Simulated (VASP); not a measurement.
# Al: single point with PBE

Al:

```
CELL_PARAMETERS angstrom
2.74524 0.00000 0.00000
-1.37262 2.37745 0.00000
0.00000 0.00000 2.56509
ATOMIC_POSITIONS crystal
Al 0.00000 0.00000 0.00000
```

```
Program                : VASP 6.6.1
Task                   : single point
Functional             : PBE
Potentials or basis    : VASP PAW PBE potentials, release 64 (Al)
Cutoff                 : 520 eV
k mesh                 : 9 × 9 × 8
Occupations            : gaussian, width 0.1 eV
Spin                   : no spin polarisation
Dipole correction      : no
Further INCAR settings : ALGO = Normal; EDIFF = 1e-06; NBANDS = 8
```

```yaml
Pressure: 9.9 GPa
```

Stress tensor (GPa, compression positive):
```
 3.34  0.00  0.00
 0.00  3.34  0.00
 0.00  0.00 23.17
```

Levels at points of the mesh, in eV from the Fermi level:
```
           k point  band 1  band 2  band 3  band 4  band 5
(0.00, 0.00, 0.00)  -10.86    8.50   10.36   12.77   12.77
(0.00, 0.00, 0.50)   -5.72   -5.01   15.76   15.76   16.86
```

It took 4.8 s on 1 thread of Intel(R) Xeon(R) Platinum 8488C (Sapphire Rapids), on a shared host, peak memory 0.12 GiB.
